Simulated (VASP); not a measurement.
Runs of VASP 6.6.1 on ScGaSI2. The structure is that of space group P4/mmm (No. 123), or close to it. The cells are those of the table. 

```csv
task,spin,cell,gap on the mesh (eV),pressure (GPa)
single point,collinear,"a = 5.619, b = 5.619, c = 4.643 Å, 5 atoms",none,0.6
single point,off,"a = 4.459 Å, 5 atoms",none,(a)
relaxation of cell and atoms,off,"relaxed from a = 4.459 Å, 5 atoms",none,0.1
single point,off,"a = 5.619, b = 5.619, c = 4.643 Å, 5 atoms",none,0.2
```

Alike in all rows: level PBE; potentials or basis VASP PAW PBE potentials, release 64 (Sc_sv, Ga_d, S, I); k mesh 4 × 4 × 4; cutoff (eV) 500; smearing gaussian 0.1 eV.

Problem. Estimate the missing entries.

Solution. (a) 62.9.

Caveats: spin-orbit coupling is left out, which moves the levels of the heavy elements; the stress differs along the axes, from 35 to 77 GPa (at least some runs); the highest band is partly filled, so the run has too few bands (at least some runs).

A k mesh can miss the band edges, and the runs leave out spin-orbit coupling on Ga, I.

A gap of «none» marks levels without a gap at the run's occupations.
